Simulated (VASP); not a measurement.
A run of VASP 6.6.1:

Contents of POSCAR:

```
Be5Au
1.0
    0.0000000000      3.1085683606      3.1085683606
    3.1085683606      0.0000000000      3.1085683606
    3.1085683606      3.1085683606      0.0000000000
Be Au
5 1
Direct
    0.6247912084      0.6247912084      0.6247912084
    0.1256263747      0.6247912084      0.6247912084
    0.6247912084      0.6247912084      0.1256263747
    0.6247912084      0.1256263747      0.6247912084
    0.2500000000      0.2500000000      0.2500000000
    0.0000000000      0.0000000000      0.0000000000
```

Contents of INCAR.step1:

```
SYSTEM = Be5Au
ALGO = Normal ; EDIFF = 1E-4
ENCUT = 520 ; GGA = PE
ISMEAR = 0 ; LASPH = .True.
LCHARG = .False. ; LREAL = .False.
LWAVE = .True. ; NBANDS = 20
NELM = 100 ; PREC = Accurate
SIGMA = 0.1
```

Contents of INCAR.step2:

```
SYSTEM = Be5Au
ALGO = Normal ; EDIFF = 1E-6
ENCUT = 520 ; ISIF = 2
ISMEAR = 0 ; ISTART = 1
LASPH = .True. ; LCHARG = .False.
LMIXTAU = .True. ; LREAL = .False.
LWAVE = .False. ; METAGGA = R2SCAN
NBANDS = 20 ; NELM = 100
PREC = Accurate ; SIGMA = 0.1
```

Contents of KPOINTS:

```
k-points
0
Gamma
  10 10 10
  0 0 0
```

Potentials or basis: VASP PAW PBE potentials, release 64 (Be, Au).

Run with:

```sh
$ cat potpaw_PBE.64/Be/POTCAR potpaw_PBE.64/Au/POTCAR > POTCAR
$ cp INCAR.step1 INCAR
$ mpirun -np 1 vasp_std > vasp.out
$ cp INCAR.step2 INCAR
$ mpirun -np 1 vasp_std > vasp.out
```

Hardware: 1 thread of Intel Xeon 8259CL, with other jobs on the host.

**Question.** How long does it take, and how much memory?

**Answer.** It took 3.4 min on 1 thread of Intel Xeon 8259CL (shared host), peak memory 0.24 GiB. Counts: k points 47.
